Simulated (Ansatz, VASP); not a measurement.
Li in VASP and in Ansatz

```
Li
1.0
     1.55050    0.89518    7.58830
    -1.55050    0.89518    7.58830
     0.00000   -1.79036    7.58830
Li
3
Direct
  0.00000 0.00000 0.00000
  0.22639 0.22639 0.22639
  0.77800 0.77800 0.77800
```

Alike in both runs: task single point; functional LDA; k mesh 12 × 12 × 12; occupations fermi-dirac, width 0.05 eV; no spin polarisation.

|  | VASP | Ansatz |
| --- | --- | --- |
| version | VASP 6.6.1 | Ansatz 0.2.0 |
| potentials or method | VASP PAW LDA potentials, release 64 (Li_sv), cutoff 520 eV | plane waves, PAW |
| valence electrons in the cell | 9 | 9 |

|  | VASP | Ansatz | Ansatz less VASP |
| --- | --- | --- | --- |
| rms of the force components (eV/Å) | 0.040 | 0.040 | -0.0004 |

LDA's correlation is that of Perdew and Zunger in VASP and of Perdew and Wang (1992) in Ansatz. Atom by atom the forces differ by 0.000 eV/Å (rms over components).

Noted on VASP's run: the cutoff is under 1.25 times that of the potentials, so the pressure is a little rough.
